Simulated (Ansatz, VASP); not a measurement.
Two plane-wave programs on TiO2

Contents of INCAR:

```
PREC     = Accurate       # precision mode
ENCUT    = 520            # plane-wave cutoff, eV
EDIFF    = 1E-6           # SCF threshold, eV
ISMEAR   = 0              # smearing method
SIGMA    = 0.05           # smearing width, eV
LREAL    = F              # projectors in reciprocal space
LASPH    = T              # aspherical terms in the spheres
NELM     = 150            # most SCF steps
ALGO     = Normal         # electronic algorithm
ISIF     = 2              # what is computed and relaxed
LWAVE    = F              # write WAVECAR
LCHARG   = F              # write CHGCAR
LMAXMIX  = 4              # l up to which the mixer works
LDAU     = T              # DFT+U
LDAUTYPE = 2            
LDAUL    = 2 -1           # shell
LDAUU    = 4 0            # U, eV
LDAUJ    = 0 0          
LDAUPRINT= 1            
GGA      = PE             # functional
NBANDS   = 33             # bands
```

File KPOINTS:

```
regular mesh
0
Gamma
  6 6 6
```

The input POSCAR:

```
TiO2
1.0
    2.6553285366     -2.6554023247     -0.0198141649
    2.6553285366      2.6554023247     -0.0198141649
   -2.6193061034      0.0000000000      4.8299503602
Ti O
2 4
Direct
    0.1250069486      0.8749930514      0.2500000000
    0.8749930514      0.1250069486      0.7500000000
    0.3240875128      0.0741107881      0.6481847475
    0.6759124872      0.9258892119      0.3518152525
    0.9258892119      0.6759124872      0.8518152525
    0.0741107881      0.3240875128      0.1481847475
```

Input for Ansatz:

```yaml
crystal:
  lattice:
    - [2.6553285366, -2.6554023247, -0.0198141649]
    - [2.6553285366, 2.6554023247, -0.0198141649]
    - [-2.6193061034, 0.0, 4.8299503602]
  atoms:
    - { symbol: Ti, position: [0.1250069486, 0.8749930514, 0.25] }
    - { symbol: Ti, position: [0.8749930514, 0.1250069486, 0.75] }
    - { symbol: O, position: [0.3240875128, 0.0741107881, 0.6481847475] }
    - { symbol: O, position: [0.6759124872, 0.9258892119, 0.3518152525] }
    - { symbol: O, position: [0.9258892119, 0.6759124872, 0.8518152525] }
    - { symbol: O, position: [0.0741107881, 0.3240875128, 0.1481847475] }
basis:
  ecutwfc: 520.0
kpoints:
  mp_grid: { grid: [6, 6, 6] }
hamiltonian:
  xc: pbe
  pseudopotentials: { kind: paw, azcp: { folder: soft_1 } }
  hubbard: { sites: [{ species: Ti, l: d, u_eff: 4.0 }] }
scf:
  occupations: { method: gaussian, width: 0.05 }
output:
  forces: true
  stress: true
  eigenvalues: true
```

Alike in both runs: task single point; functional PBE; k mesh 6 × 6 × 6; occupations gaussian, width 0.05 eV; no spin polarisation; Hubbard terms Ti d U = 4.0 eV.

```csv
,VASP,Ansatz
version,VASP 6.6.1,Ansatz 0.2.0
potentials or method,"VASP PAW PBE potentials, release 64 (Ti_sv, O), cutoff 520 eV","scalar-relativistic, plane waves, PAW"
valence electrons in the cell,48,48
```

VASP gave:

```
gap on the k mesh at the Fermi level (eV)                     : 2.91
least direct gap on the mesh (eV)                             : 3.15
pressure (GPa)                                                : 20.2
traceless stress, the component that is largest in VASP (GPa) : 9.53
rms of the force components (eV/Å)                            : 0.795
```

Question: What did Ansatz give for the same quantities?

Answer: gap on the k mesh at the Fermi level (eV): 2.90; least direct gap on the mesh (eV): 3.12; pressure (GPa): 15.2; traceless stress, the component that is largest in VASP (GPa): 9.42; rms of the force components (eV/Å): 0.695.

The programs project onto different local orbitals, so the same U acts differently, and such runs can settle in different states. Atom by atom the forces differ by 0.100 eV/Å (rms over components).
